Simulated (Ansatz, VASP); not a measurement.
Two plane-wave programs on AlRu

```
CELL_PARAMETERS angstrom
3.04915 0.00000 0.00000
0.00000 3.04915 0.00000
0.00000 0.00000 3.04915
ATOMIC_POSITIONS crystal
Al 0.00000 0.00000 0.00000
Ru 0.50000 0.50000 0.50000
```

Change from the starting cell: strain +0.015 along x and y, +0.015 along z, atoms carried along.

Alike in both runs: task single point; functional PBE; k mesh 20 × 20 × 20; occupations gaussian, width 0.15 eV; no spin polarisation.

```csv
,VASP,Ansatz
version,VASP 6.6.1,Ansatz 0.2.0
potentials or method,"VASP PAW PBE potentials, release 64 (Al, Ru_pv), cutoff 520 eV","scalar-relativistic, plane waves, PAW"
valence electrons in the cell,17,19
```

VASP gave:

```
gap on the k mesh at the Fermi level (eV) : none
pressure (GPa)                            : -8.3
```

**Question.** What did Ansatz give for the same quantities?

**Answer.** gap on the k mesh at the Fermi level (eV): none; pressure (GPa): -8.2.

A gap of «none» marks a metal or a gap that the smearing closes. The functional is the same, so the differences come from potentials, cutoffs and numerics. VASP's potentials hold 17 valence electrons a cell and Ansatz's 19, so a difference there can come from the potentials and not from the codes.
